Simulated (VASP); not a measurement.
# BN (P6_3/mmc) in VASP: further runs, part 3 of 3

VASP 6.6.1. The steps go on from the part before.

## Step 5: Single point, r2SCAN

This run uses another cell than the first one, of 8.37 Å³/atom.

Input file POSCAR:

```
BN
1.0
    2.4927677898      0.0000000000      0.0000000000
   -1.2463838949      2.1588002317      0.0000000000
    0.0000000000      0.0000000000      6.2214131515
B N
2 2
Direct
    0.3333333333      0.6666666667      0.2500000000
    0.6666666667      0.3333333333      0.7500000000
    0.3333333333      0.6666666667      0.7500000000
    0.6666666667      0.3333333333      0.2500000000
```

Input file INCAR.step1:

```
PREC     = Accurate       # precision mode
ENCUT    = 520            # plane-wave cutoff, eV
ISMEAR   = 0              # smearing method
SIGMA    = 0.01           # smearing width, eV
LREAL    = False          # projectors in reciprocal space
LASPH    = True           # aspherical terms in the spheres
NELM     = 80             # most SCF steps
NBANDS   = 16             # bands
GGA      = PE             # functional
ALGO     = Normal         # electronic algorithm
EDIFF    = 1E-4           # SCF threshold, eV
LWAVE    = True           # write WAVECAR
LCHARG   = False          # write CHGCAR
```

Input file INCAR.step2:

```
PREC     = Accurate       # precision mode
ENCUT    = 520            # plane-wave cutoff, eV
EDIFF    = 1E-6           # SCF threshold, eV
ISMEAR   = 0              # smearing method
SIGMA    = 0.01           # smearing width, eV
LREAL    = False          # projectors in reciprocal space
LASPH    = True           # aspherical terms in the spheres
NELM     = 80             # most SCF steps
ALGO     = Normal         # electronic algorithm
ISIF     = 2              # what is computed and relaxed
LWAVE    = False          # write WAVECAR
LCHARG   = False          # write CHGCAR
METAGGA  = R2SCAN         # meta-GGA
LMIXTAU  = True         
NBANDS   = 16             # bands
ISTART   = 1
```

Input file KPOINTS:

```
regular mesh
0
Gamma
  10 10 4
```

Run with:

```console
$ cat potpaw_PBE.64/B/POTCAR potpaw_PBE.64/N/POTCAR > POTCAR
$ cp INCAR.step1 INCAR
$ mpirun -np 1 vasp_std > vasp.out
$ cp INCAR.step2 INCAR
$ mpirun -np 1 vasp_std > vasp.out
```

Wall time 41 s (1 thread of Intel Xeon 6975P-C (Granite Rapids), shared host); peak memory 0.15 GiB.

Results (log left out):

```yaml
Free_energy: -38.5559 eV
Pressure: 4.4 GPa
Band_gap_on_the_k_mesh: 4.76 eV (least direct gap 5.13 eV)
```

Stress tensor (GPa, compression positive):
```
4.81 0.00 0.00
0.00 4.81 0.00
0.00 0.00 3.68
```

Levels at points of the mesh, in eV from the valence-band top:
```csv
k point,band 6,band 7,band 8,band 9,band 10,band 11
"(0.00, 0.00, 0.00)",-1.42,-1.35,-1.35,6.11,11.96,12.29
"(0.50, 0.00, 0.00)",-4.29,-1.77,-0.37,4.76,6.64,10.36
"(0.00, 0.00, 0.50)",-1.39,-1.39,-1.39,9.01,9.01,12.39
"(0.50, 0.00, 0.50)",-4.35,-1.01,-1.01,5.29,5.29,10.75
```

Caveat: the cell stands under pressure; the PAW data sets were made with another functional, which shifts forces and pressure a little.

## Step 6: Single point, r2SCAN

This run uses another cell than the first one, of 8.71 Å³/atom.

Input file POSCAR:

```
BN
1.0
    2.4966223845      0.0000000000      0.0000000000
   -1.2483111923      2.1621384086      0.0000000000
    0.0000000000      0.0000000000      6.4552085693
B N
2 2
Direct
    0.3333333333      0.6666666667      0.2500000000
    0.6666666667      0.3333333333      0.7500000000
    0.3333333333      0.6666666667      0.7500000000
    0.6666666667      0.3333333333      0.2500000000
```

Input file INCAR.step1:

```
ALGO = Normal ; EDIFF = 1E-4
ENCUT = 520 ; GGA = PE
ISMEAR = 0 ; LASPH = True
LCHARG = False ; LREAL = False
LWAVE = True ; NBANDS = 16
NELM = 60 ; PREC = Accurate
SIGMA = 0.01
```

Input file INCAR.step2:

```
ALGO = Normal ; EDIFF = 1E-6
ENCUT = 520 ; ISIF = 2
ISMEAR = 0 ; ISTART = 1
LASPH = True ; LCHARG = False
LMIXTAU = True ; LREAL = False
LWAVE = False ; METAGGA = R2SCAN
NBANDS = 16 ; NELM = 60
PREC = Accurate ; SIGMA = 0.01
```

Input file KPOINTS:

```
k-points
0
Gamma
  10 10 4
```

Potentials or basis: VASP PAW PBE potentials, release 64 (B, N).

Run with:

```console
$ cat potpaw_PBE.64/B/POTCAR potpaw_PBE.64/N/POTCAR > POTCAR
$ cp INCAR.step1 INCAR
$ mpirun -np 1 vasp_std > vasp.out
$ cp INCAR.step2 INCAR
$ mpirun -np 1 vasp_std > vasp.out
```

It took 40 s on 1 thread of Intel Xeon 6975P-C (Granite Rapids), shared host; peak memory 0.16 GiB.

It converged, with:

```
Free energy            : -38.5818 eV
Pressure               : 2.4 GPa
Band gap on the k mesh : 4.80 eV (least direct gap 5.23 eV)
```

Stress tensor (GPa, compression positive):
```
2.77 0.00 0.00
0.00 2.77 0.00
0.00 0.00 1.73
```

Levels at points of the mesh, in eV from the valence-band top:
| k point | band 6 | band 7 | band 8 | band 9 | band 10 | band 11 |
| --- | --- | --- | --- | --- | --- | --- |
| (0.00, 0.00, 0.00) | -1.41 | -1.35 | -1.35 | 5.80 | 11.45 | 12.29 |
| (0.50, 0.00, 0.00) | -4.28 | -1.61 | -0.44 | 4.80 | 6.43 | 10.27 |
| (0.00, 0.00, 0.50) | -1.38 | -1.38 | -1.38 | 8.47 | 8.47 | 12.37 |
| (0.50, 0.00, 0.50) | -4.33 | -0.99 | -0.99 | 5.30 | 5.30 | 10.69 |

Caveat: the PAW data sets were made with another functional, which shifts forces and pressure a little.

## Step 7: The runs side by side

| cell | gap on the mesh (eV) | pressure (GPa) |
| --- | --- | --- |
| a = 2.475, b = 2.475, c = 5.584 Å, angles 90.0, 90.0, 120.0°, 4 atoms | 4.72 | 15.5 |
| a = 2.483, b = 2.483, c = 5.804 Å, angles 90.0, 90.0, 120.0°, 4 atoms | 4.79 | 10.5 |
| a = 2.487, b = 2.487, c = 5.980 Å, angles 90.0, 90.0, 120.0°, 4 atoms | 4.76 | 7.5 |
| a = 2.493, b = 2.493, c = 6.221 Å, angles 90.0, 90.0, 120.0°, 4 atoms | 4.76 | 4.4 |
| a = 2.497, b = 2.497, c = 6.455 Å, angles 90.0, 90.0, 120.0°, 4 atoms | 4.80 | 2.4 |

Alike in all rows: task single point; level r2SCAN; potentials or basis VASP PAW PBE potentials, release 64 (B, N); no spin polarisation; k mesh 10 × 10 × 4; cutoff (eV) 520; smearing gaussian 0.01 eV.

Caveats: the PAW data sets were made with another functional, which shifts forces and pressure a little; the cell stands under pressure (at least some runs).

Absolute energies hang on the potentials; compare differences alone.
